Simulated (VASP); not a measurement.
Mg2SO:

```
O Mg S
1.0
     3.67487    0.00000    0.00000
     0.00000    3.67487    0.00000
     0.00000    0.00000    4.88397
O Mg S
1 2 1
Cartesian
  0.0000 0.0000 0.0000
  0.0000 1.8374 3.9624
  1.8374 0.0000 0.9215
  1.8374 1.8374 2.4420
```

Base run:

* Program: VASP 6.6.1
* Functional: PBE
* Potentials or basis: VASP PAW PBE potentials, release 64 (O, Mg, S)
* Cutoff: 600 eV
* k mesh: 6 × 6 × 4
* Occupations: gaussian, width 0.01 eV
* Spin: no spin polarisation

Its results: band gap on the k mesh 1.62 eV, indirect (least direct gap 1.77 eV); pressure 1.7 GPa.

Task: The run is repeated on the same cell with these changes: functional from PBE to r2SCAN; cutoff from 600 eV to 660 eV. What comes out?

Result: Band gap on the k mesh 2.17 eV, indirect (least direct gap 2.32 eV); pressure -0.5 GPa.

r2SCAN gives the wider gap, since meta-GGAs in the generalised Kohn-Sham scheme recover part of the derivative discontinuity.

Caveats: the PAW data sets were made with another functional, which shifts forces and pressure a little (some runs).

A k mesh can miss the band edges.
